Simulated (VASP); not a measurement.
# Si2Ni (Fm-3m) in VASP: further runs, part 2 of 2

VASP 6.6.1. The steps go on from the part before.

### Step 5. Single point, PBE, collinear spin, ferromagnetic start

This run uses another cell than the first one, of 12.66 Å³/atom, 1.068 times its volume.

Contents of INCAR:

```
SYSTEM = Si2Ni
PREC = Accurate
ENCUT = 520
EDIFF = 1E-7
ISMEAR = 0
SIGMA = 0.15
LREAL = .FALSE.
LASPH = .TRUE.
NELM = 150
ALGO = Normal
ISIF = 2
LWAVE = .FALSE.
LCHARG = .FALSE.
ISPIN = 2
MAGMOM = 0 0 0.25
LORBIT = 11
NUPDOWN = 0.25
LMAXMIX = 4
GGA = PE
NBANDS = 20
```

Contents of KPOINTS:

```
regular mesh
0
G
  14 14 14
  0 0 0
```

Contents of POSCAR:

```
Si2Ni
1.0
    0.0000000000      2.6675821510      2.6675821510
    2.6675821510      0.0000000000      2.6675821510
    2.6675821510      2.6675821510      0.0000000000
Si Ni
2 1
Direct
    0.2500000000      0.2500000000      0.2500000000
    0.7500000000      0.7500000000      0.7500000000
    0.0000000000      0.0000000000      0.0000000000
```

Potentials or basis: VASP PAW PBE potentials, release 64 (Si, Ni).

Command:

```bash
cat potpaw_PBE.64/Si/POTCAR potpaw_PBE.64/Ni/POTCAR > POTCAR
mpirun -np 1 vasp_std > vasp.out
```

OUTCAR:

```text
SYSTEM = Si2Ni
   PREC = Accurate
   ENCUT = 520
   EDIFF = 1E-7
   ISMEAR = 0
   LREAL = .FALSE.
   LASPH = .TRUE.
   NELM = 150
   ISIF = 2
   ISPIN = 2
   LORBIT = 11
   NUPDOWN = 0.25
   GGA = PE

 ion  position               nearest neighbor table
   1  0.250  0.250  0.250-   3 2.31   3 2.31   3 2.31   3 2.31   2 2.67   2 2.67   2 2.67   2 2.67
                             2 2.67   2 2.67
   2  0.750  0.750  0.750-   3 2.31   3 2.31   3 2.31   3 2.31   1 2.67   1 2.67   1 2.67   1 2.67
                             1 2.67   1 2.67
   3  0.000  0.000  0.000-   1 2.31   2 2.31   2 2.31   2 2.31   2 2.31   1 2.31   1 2.31   1 2.31

  LATTYP: Found a face centered cubic cell.
 ALAT       =     5.3351643020

  Lattice vectors:

 A1 = (   0.0000000000,   2.6675821510,   2.6675821510)
 A2 = (   2.6675821510,   0.0000000000,   2.6675821510)
 A3 = (   2.6675821510,   2.6675821510,   0.0000000000)

Analysis of symmetry for initial positions (statically):
=====================================================================
 Subroutine PRICEL returns:
 Original cell was already a primitive cell.

 Routine SETGRP: Setting up the symmetry group for a
 face centered cubic supercell.

 Subroutine GETGRP returns: Found 48 space group operations
 (whereof 48 operations were pure point group operations)
 out of a pool of 48 trial point group operations.

The static configuration has the point symmetry O_h .

Analysis of symmetry for dynamics (positions and initial velocities):
=====================================================================
 Subroutine PRICEL returns:
 Original cell was already a primitive cell.

 Routine SETGRP: Setting up the symmetry group for a
 face centered cubic supercell.

 Subroutine GETGRP returns: Found 48 space group operations
 (whereof 48 operations were pure point group operations)
 out of a pool of 48 trial point group operations.

The dynamic configuration has the point symmetry O_h .

Analysis of structural, dynamic, and magnetic symmetry:
=====================================================================
 Subroutine PRICEL returns:
 Original cell was already a primitive cell.

 Routine SETGRP: Setting up the symmetry group for a
 face centered cubic supercell.

 Subroutine GETGRP returns: Found 48 space group operations
 (whereof 48 operations were pure point group operations)
 out of a pool of 48 trial point group operations.

The overall configuration has the point symmetry O_h .

 Subroutine INISYM returns: Found 48 space group operations
 (whereof 48 operations are pure point group operations),
 and found     1 'primitive' translations

----------------------------------------------------------------------------------------

                                     Primitive cell

  volume of cell :      37.9650

  direct lattice vectors                    reciprocal lattice vectors
     0.000000000  2.667582151  2.667582151    -0.187435652  0.187435652  0.187435652
     2.667582151  0.000000000  2.667582151     0.187435652 -0.187435652  0.187435652
     2.667582151  2.667582151  0.000000000     0.187435652  0.187435652 -0.187435652

  length of vectors
     3.772530857  3.772530857  3.772530857     0.324648073  0.324648073  0.324648073

  position of ions in fractional coordinates (direct lattice)
     0.250000000  0.250000000  0.250000000
[... 76 lines left out ...]
   LSORBIT =      F    spin-orbit coupling
   LASPH  =      T    aspherical Exc in radial PAW
   ENCUT  =  520.0 eV  38.22 Ry    6.18 a.u.   7.01  7.01  7.01*2*pi/ulx,y,z
   NELM   =    150;   NELMIN=  2; NELMDL= -5     # of ELM steps
   EDIFF  = 0.1E-06   stopping-criterion for ELM
   LREAL  =      F    real-space projection
   EDIFFG = 0.1E-05   stopping-criterion for IOM
   NSW    =      0    number of steps for IOM
   IBRION =     -1    ionic relax: 0-MD 1-quasi-New 2-CG
   NFREE  =      0    steps in history (QN), initial steepest desc. (CG)
   ISIF   =      2    stress and relaxation
   ISYM   =      2    0-nonsym 1-usesym 2-fastsym
   POTIM  = 0.5000    time-step for ionic-motion
   TEBEG  =    0.0;   TEEND  =   0.0 temperature during run
   PSTRESS=    0.0 pullay stress
   NELECT =      18.0000    total number of electrons
   NUPDOWN=       0.2500    fix difference up-down
   EMIN   =  10.00;   EMAX   =-10.00  energy-range for DOS
   EFERMI =   0.00;   METHOD = LEGACY
   ISMEAR =     0;   SIGMA  =   0.15  broadening in eV -4-tet -1-fermi 0-gaus
   EFERMI_NEDOS =   21; number of points for ismear=-14 and -15
   IALGO  =     38    algorithm
   IMIX   =      4    mixing-type and parameters
     AMIX     =   0.40;   BMIX     =  1.00
     AMIX_MAG =   1.60;   BMIX_MAG =  1.00
  volume/ion in A,a.u.               =      12.66        85.40
  Fermi-wavevector in a.u.,A,eV,Ry     =   1.276550  2.412330 22.171784  1.629580
  Thomas-Fermi vector in A             =   2.409200
   LORBIT       =     11    0 simple, 1 ext, 2 COOP (PROOUT), +10 PAW based schemes
   GGA     = PE    functional components
   LHFCALC =     F    Hartree Fock is set to
   AEXX    =    0.0000 exact exchange contribution
   IVDW    =     0    specifies the selected vdW correction
   LEPSILON=     F    determine dielectric tensor
   LRPA    =     F    only Hartree local field effects (RPA)
 spin polarized calculation
 Gauss-broadening in eV      SIGMA  =   0.15
  energy-cutoff  :      520.00
  volume of cell :       37.97
 maximum number of plane-waves:      1034
   NGX = 13   NGY = 13   NGZ = 13

 number of electron      17.9999990 magnetization       0.2500000

 Free energy of the ion-electron system (eV)
  ---------------------------------------------------
  ext. energy  EPLUGINS =         0.00000000
  ---------------------------------------------------
  free energy    TOTEN  =       -17.27236362 eV

  energy without entropy =      -17.26306204  energy(sigma->0) =      -17.26771283

 E-fermi :  10.7956     XC(G=0): -11.7707

 val. band max:       11.2499554176   @ k =   0.2143   0.1429   0.0000
 cond. band min:      10.8225651479   @ k =   0.2143   0.2143   0.0000
 fundamental gap:     -0.4273902697
 Fermi energy:        11.2773893546

 spin component 1

 k-point     1 :       0.0000    0.0000    0.0000
  band No.  band energies     occupation
      1      -3.2161      1.00000
      2       5.5158      1.00000
      3       5.5158      1.00000
      4       5.5158      1.00000
      5       7.2614      1.00000
      6       7.2614      1.00000
[... 541 lines left out ...]
     19      24.5068      0.00000
     20      26.7106      0.00000

 [... further k-points ...]

 spin component 2

 k-point     1 :       0.0000    0.0000    0.0000
  band No.  band energies     occupation
      1      -3.1577      1.00000
      2       5.6308      1.00000
      3       5.6308      1.00000
      4       5.6308      1.00000
      5       7.3436      1.00000
      6       7.3436      1.00000
[... 541 lines left out ...]
     19      24.5604      0.00000
     20      26.7779      0.00000

 [... further k-points ...]

------------------------ aborting loop because EDIFF is reached ----------------------------------------

  FORCE on cell =-STRESS in cart. coord.  units (eV):
  Direction    XX          YY          ZZ          XY          YZ          ZX
  --------------------------------------------------------------------------------------
  -------------------------------------------------------------------------------------
  Total        2.3933198      2.3933198      2.3933198      0.0000000     -0.0000000      0.0000000
  in kB      101.0015186    101.0015186    101.0015186      0.0000000     -0.0000000      0.0000000
  external PRESSURE =     101.0015186 kB  Pullay stress =       0.0000000 kB

 VOLUME and BASIS-vectors are now :
 -----------------------------------------------------------------------------
  energy-cutoff  :      520.00
  volume of cell :       37.97
      direct lattice vectors                 reciprocal lattice vectors
     0.000000000  2.667582151  2.667582151    -0.187435652  0.187435652  0.187435652
     2.667582151  0.000000000  2.667582151     0.187435652 -0.187435652  0.187435652
     2.667582151  2.667582151  0.000000000     0.187435652  0.187435652 -0.187435652

 POSITION                                       TOTAL-FORCE (eV/Angst)
 -----------------------------------------------------------------------------------
      1.33379      1.33379      1.33379         0.000000      0.000000      0.000000
      4.00137      4.00137      4.00137        -0.000000     -0.000000     -0.000000
      0.00000      0.00000      0.00000        -0.000000     -0.000000     -0.000000
 -----------------------------------------------------------------------------------
    total drift:                               -0.000000     -0.000000      0.000000

  FREE ENERGIE OF THE ION-ELECTRON SYSTEM (eV)
  ---------------------------------------------------
  free  energy   TOTEN  =       -17.2723636207 eV

  energy  without entropy=      -17.2630620428  energy(sigma->0) =      -17.26771283

 total charge

# of ion       s       p       d       tot
------------------------------------------
    1        0.734   0.874   0.000   1.608
    2        0.734   0.874   0.000   1.608
    3        0.581   0.859   8.472   9.912
--------------------------------------------------
tot          2.049   2.607   8.472  13.127

 magnetization (x)

# of ion       s       p       d       tot
------------------------------------------
    1        0.023   0.010   0.000   0.034
    2        0.023   0.010   0.000   0.034
    3        0.000   0.009   0.122   0.131
--------------------------------------------------
tot          0.046   0.030   0.122   0.198
```

OSZICAR:

```text
N       E                     dE             d eps       ncg     rms          rms(c)
DAV:   1     0.748204530713E+02    0.74820E+02   -0.71683E+03  8464   0.900E+02
DAV:   2    -0.142132267465E+02   -0.89034E+02   -0.79659E+02  8768   0.202E+02
DAV:   3    -0.192404171244E+02   -0.50272E+01   -0.49015E+01 10036   0.494E+01
DAV:   4    -0.193192675150E+02   -0.78850E-01   -0.78698E-01  9672   0.564E+00
DAV:   5    -0.193209839858E+02   -0.17165E-02   -0.17162E-02  9928   0.892E-01    0.167E+01
DAV:   6    -0.235046113895E+02   -0.41836E+01   -0.29276E+01  9412   0.117E+02    0.236E+01
DAV:   7    -0.173804067332E+02    0.61242E+01   -0.87226E+00 10524   0.727E+01    0.337E+00
DAV:   8    -0.173199433535E+02    0.60463E-01   -0.94662E-01 11288   0.140E+01    0.269E+00
DAV:   9    -0.172736150781E+02    0.46328E-01   -0.19200E-01 10172   0.736E+00    0.634E-01
DAV:  10    -0.172721850615E+02    0.14300E-02   -0.76610E-03 11824   0.140E+00    0.288E-01
DAV:  11    -0.172723493291E+02   -0.16427E-03   -0.80925E-04 10008   0.221E-01    0.106E-01
DAV:  12    -0.172723566959E+02   -0.73668E-05   -0.41989E-05 10512   0.620E-02    0.320E-02
DAV:  13    -0.172723631034E+02   -0.64075E-05   -0.71843E-06  9468   0.264E-02    0.158E-02
DAV:  14    -0.172723636184E+02   -0.51504E-06   -0.32972E-06  9708   0.287E-02    0.646E-03
DAV:  15    -0.172723636345E+02   -0.16094E-07   -0.13489E-06  9432   0.133E-02    0.285E-03
DAV:  16    -0.172723636207E+02    0.13793E-07   -0.11396E-07  7656   0.484E-03
   1 F= -.17272364E+02 E0= -.17267713E+02  d E =-.930158E-02  mag=     0.2500
```

It took 3 min on 1 thread of Intel Xeon Platinum 8259CL at 2.50GHz (Skylake/Cascade Lake), shared host; peak memory 0.25 GiB.

What came out:

| Property | Result |
| --- | --- |
| Free energy | -17.2724 eV |
| Pressure | 10.1 GPa |
| Net moment | 0.25 μB per cell |
| Site moments | Si +0.03; Ni +0.13 μB |
| Valence electrons inside the program's atomic spheres | Si 1.61; Ni 9.91 |

Caveat: the total moment is fixed, so each spin has its own Fermi level.

### Step 6. Single point, PBE, collinear spin, ferromagnetic start

This run uses another cell than the first one, of 12.66 Å³/atom, 1.068 times its volume.

Contents of INCAR:

```
  ALGO = Normal
  EDIFF = 1E-6
  ENCUT = 520
  GGA = PE
  ISIF = 2
  ISMEAR = 0
  ISPIN = 2
  LASPH = T
  LCHARG = F
  LMAXMIX = 4
  LORBIT = 11
  LREAL = F
  LWAVE = F
  MAGMOM = 0 0 1
  NBANDS = 20
  NELM = 150
  NUPDOWN = 1.0
  PREC = Accurate
  SIGMA = 0.15
```

Contents of KPOINTS:

```
k-points
0
Gamma
  14 14 14
```

POSCAR is that of step 5.

Potentials or basis: VASP PAW PBE potentials, release 64 (Si, Ni).

Command:

```bash
cat potpaw_PBE.64/Si/POTCAR potpaw_PBE.64/Ni/POTCAR > POTCAR
mpirun -np 1 vasp_std > vasp.out
```

OUTCAR:

```text
EDIFF = 1E-6
   ENCUT = 520
   GGA = PE
   ISIF = 2
   ISMEAR = 0
   ISPIN = 2
   LASPH = T
   LORBIT = 11
   LREAL = F
   NELM = 150
   NUPDOWN = 1.0
   PREC = Accurate

 ion  position               nearest neighbor table
   1  0.250  0.250  0.250-   3 2.31   3 2.31   3 2.31   3 2.31   2 2.67   2 2.67   2 2.67   2 2.67
                             2 2.67   2 2.67
   2  0.750  0.750  0.750-   3 2.31   3 2.31   3 2.31   3 2.31   1 2.67   1 2.67   1 2.67   1 2.67
                             1 2.67   1 2.67
   3  0.000  0.000  0.000-   1 2.31   2 2.31   2 2.31   2 2.31   2 2.31   1 2.31   1 2.31   1 2.31

  LATTYP: Found a face centered cubic cell.
 ALAT       =     5.3351643020

  Lattice vectors:

 A1 = (   0.0000000000,   2.6675821510,   2.6675821510)
 A2 = (   2.6675821510,   0.0000000000,   2.6675821510)
 A3 = (   2.6675821510,   2.6675821510,   0.0000000000)

Analysis of symmetry for initial positions (statically):
=====================================================================
 Subroutine PRICEL returns:
 Original cell was already a primitive cell.

 Routine SETGRP: Setting up the symmetry group for a
 face centered cubic supercell.

 Subroutine GETGRP returns: Found 48 space group operations
 (whereof 48 operations were pure point group operations)
 out of a pool of 48 trial point group operations.

The static configuration has the point symmetry O_h .

Analysis of symmetry for dynamics (positions and initial velocities):
=====================================================================
 Subroutine PRICEL returns:
 Original cell was already a primitive cell.

 Routine SETGRP: Setting up the symmetry group for a
 face centered cubic supercell.

 Subroutine GETGRP returns: Found 48 space group operations
 (whereof 48 operations were pure point group operations)
 out of a pool of 48 trial point group operations.

The dynamic configuration has the point symmetry O_h .

Analysis of structural, dynamic, and magnetic symmetry:
=====================================================================
 Subroutine PRICEL returns:
 Original cell was already a primitive cell.

[... 158 lines left out ...]

 val. band max:       11.8088979627   @ k =  -0.3571   0.4286   0.1429
 cond. band min:       9.6824500703   @ k =  -0.2857   0.2143   0.0714
 fundamental gap:     -2.1264478924
 Fermi energy:        11.8107374307

 spin component 1

 k-point     1 :       0.0000    0.0000    0.0000
  band No.  band energies     occupation
      1      -3.3328      1.00000
      2       5.3736      1.00000
      3       5.3736      1.00000
      4       5.3736      1.00000
      5       7.1373      1.00000
      6       7.1373      1.00000
[... 541 lines left out ...]
     19      24.3646      0.00000
     20      26.5962      0.00000

 [... further k-points ...]

 spin component 2

 k-point     1 :       0.0000    0.0000    0.0000
  band No.  band energies     occupation
      1      -3.0481      1.00000
      2       5.7597      1.00000
      3       5.7597      1.00000
      4       5.7597      1.00000
      5       7.4558      1.00000
      6       7.4558      1.00000
[... 541 lines left out ...]
     19      24.6660      0.00000
     20      26.9071      0.00000

 [... further k-points ...]

------------------------ aborting loop because EDIFF is reached ----------------------------------------

  FORCE on cell =-STRESS in cart. coord.  units (eV):
  Direction    XX          YY          ZZ          XY          YZ          ZX
  --------------------------------------------------------------------------------------
  -------------------------------------------------------------------------------------
  Total        3.4317544      3.4317544      3.4317544      0.0000000      0.0000000      0.0000000
  in kB      144.8249452    144.8249452    144.8249452      0.0000000      0.0000000      0.0000000
  external PRESSURE =     144.8249452 kB  Pullay stress =       0.0000000 kB

 VOLUME and BASIS-vectors are now :
 -----------------------------------------------------------------------------
  energy-cutoff  :      520.00
  volume of cell :       37.97
      direct lattice vectors                 reciprocal lattice vectors
     0.000000000  2.667582151  2.667582151    -0.187435652  0.187435652  0.187435652
     2.667582151  0.000000000  2.667582151     0.187435652 -0.187435652  0.187435652
     2.667582151  2.667582151  0.000000000     0.187435652  0.187435652 -0.187435652

 POSITION                                       TOTAL-FORCE (eV/Angst)
 -----------------------------------------------------------------------------------
      1.33379      1.33379      1.33379        -0.000000     -0.000000      0.000000
      4.00137      4.00137      4.00137         0.000000      0.000000     -0.000000
      0.00000      0.00000      0.00000         0.000000      0.000000     -0.000000
 -----------------------------------------------------------------------------------
    total drift:                               -0.000000     -0.000000      0.000000

  FREE ENERGIE OF THE ION-ELECTRON SYSTEM (eV)
  ---------------------------------------------------
  free  energy   TOTEN  =       -16.7469715802 eV

  energy  without entropy=      -16.7337340574  energy(sigma->0) =      -16.74035282

 total charge

# of ion       s       p       d       tot
------------------------------------------
    1        0.756   0.863   0.000   1.619
    2        0.756   0.863   0.000   1.619
    3        0.583   0.820   8.491   9.894
--------------------------------------------------
tot          2.094   2.547   8.491  13.132

 magnetization (x)

# of ion       s       p       d       tot
------------------------------------------
    1        0.062   0.066   0.000   0.128
    2        0.062   0.066   0.000   0.128
    3        0.006   0.071   0.374   0.451
--------------------------------------------------
tot          0.130   0.202   0.374   0.707
```

OSZICAR:

```text
N       E                     dE             d eps       ncg     rms          rms(c)
DAV:   1     0.752196562043E+02    0.75220E+02   -0.71671E+03  8456   0.900E+02
DAV:   2    -0.135926045818E+02   -0.88812E+02   -0.79647E+02  8760   0.203E+02
DAV:   3    -0.186375540407E+02   -0.50449E+01   -0.48957E+01 10032   0.494E+01
DAV:   4    -0.187171975200E+02   -0.79643E-01   -0.79468E-01  9676   0.565E+00
DAV:   5    -0.187189245332E+02   -0.17270E-02   -0.17268E-02 10000   0.892E-01    0.170E+01
DAV:   6    -0.229079680365E+02   -0.41890E+01   -0.31217E+01  9424   0.117E+02    0.243E+01
DAV:   7    -0.168623732070E+02    0.60456E+01   -0.90582E+00 10564   0.725E+01    0.368E+00
DAV:   8    -0.167901195321E+02    0.72254E-01   -0.10484E+00 11144   0.149E+01    0.272E+00
DAV:   9    -0.167467803381E+02    0.43339E-01   -0.16916E-01 10812   0.633E+00    0.708E-01
DAV:  10    -0.167470758834E+02   -0.29555E-03   -0.45587E-03  9812   0.452E-01    0.335E-01
DAV:  11    -0.167469540163E+02    0.12187E-03   -0.10127E-03 10432   0.598E-01    0.139E-01
DAV:  12    -0.167469671254E+02   -0.13109E-04   -0.23686E-04 10316   0.242E-01    0.210E-02
DAV:  13    -0.167469713619E+02   -0.42364E-05   -0.17425E-05 10096   0.328E-02    0.128E-02
DAV:  14    -0.167469715802E+02   -0.21829E-06   -0.40174E-06  9472   0.277E-02
   1 F= -.16746972E+02 E0= -.16740353E+02  d E =-.132375E-01  mag=     1.0000
```

stdout:

```text
POSCAR found type information on POSCAR SiNi
 POSCAR found :  2 types and       3 ions
 scaLAPACK will be used
 LDA part: xc-table for (Slater+PW92), standard interpolation
 POSCAR, INCAR and KPOINTS ok, starting setup
 FFT: planning ... GRIDC
 FFT: planning ... GRID_SOFT
 FFT: planning ... GRID
 WAVECAR not read
 entering main loop
```

Wall time 2.2 min (1 thread of Intel Xeon Platinum 8259CL at 2.50GHz (Skylake/Cascade Lake), shared host); peak memory 0.25 GiB.

What came out:

```yaml
Free_energy: -16.7470 eV
Pressure: 14.5 GPa
Net_moment: 1.00 μB per cell
Site_moments: Si +0.13; Ni +0.45 μB
Valence_electrons_inside_the_program's_atomic_spheres: Si 1.62; Ni 9.89
```

Caveat: the total moment is fixed, so each spin has its own Fermi level.

### Step 7. Overview

```tsv
fixed moment (μB)	cell	pressure (GPa)	moment (μB)
0.875	a = 3.690 Å, angles 60.0°, 3 atoms	28.8	0.88
0.125	a = 3.690 Å, angles 60.0°, 3 atoms	24.9	0.12
0.625	a = 3.690 Å, angles 60.0°, 3 atoms	27.1	0.62
0.25	a = 3.773 Å, angles 60.0°, 3 atoms	10.1	0.25
1.0	a = 3.773 Å, angles 60.0°, 3 atoms	14.5	1.00
```

Alike in all rows: task single point; level PBE; potentials or basis VASP PAW PBE potentials, release 64 (Si, Ni); spin collinear, ferromagnetic start; k mesh 14 × 14 × 14; cutoff (eV) 520; smearing gaussian 0.15 eV.

Caveats: the total moment is fixed, so each spin has its own Fermi level.

Total energies depend on the potentials used, so only differences within one code and one set of settings carry meaning.
